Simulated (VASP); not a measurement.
Runs of VASP 6.6.1 on Ni2H. The structure is that of space group P-3m1 (No. 164), or close to it. The cells are those of the table. 

```csv
task,spin,cell,k mesh,cutoff (eV),gap on the mesh (eV),pressure (GPa),largest force (eV/Å)
single point,off,"a = 2.386, b = 2.386, c = 3.953 Å, angles 90.0, 90.0, 120.0°, 3 atoms",21 × 21 × 10,520,none,49.9,0.05
single point,off,"a = 2.512, b = 2.512, c = 4.161 Å, angles 90.0, 90.0, 120.0°, 3 atoms",21 × 21 × 10,520,none,0.1,0.01
relaxation of cell and atoms,off,"relaxed from a = 2.511, b = 2.511, c = 4.162 Å, angles 90.0, 90.0, 120.0°, 3 atoms",21 × 21 × 10,600,none,0.0,-
single point,"collinear, ferromagnetic start","a = 2.474, b = 2.474, c = 4.216 Å, angles 90.0, 90.0, 120.0°, 3 atoms",24 × 24 × 12,520,none,(a),0.01
```

Alike in all rows: level PBEsol; potentials or basis VASP PAW PBE potentials, release 64 (Ni, H); smearing gaussian 0.1 eV.

Problem. Fill in the values left out.

Solution. (a) 4.3.

Caveats: the PAW data sets were made with another functional, which shifts forces and pressure a little; the cell stands under pressure (at least some runs).

A gap of «none» marks levels without a gap at the run's occupations.
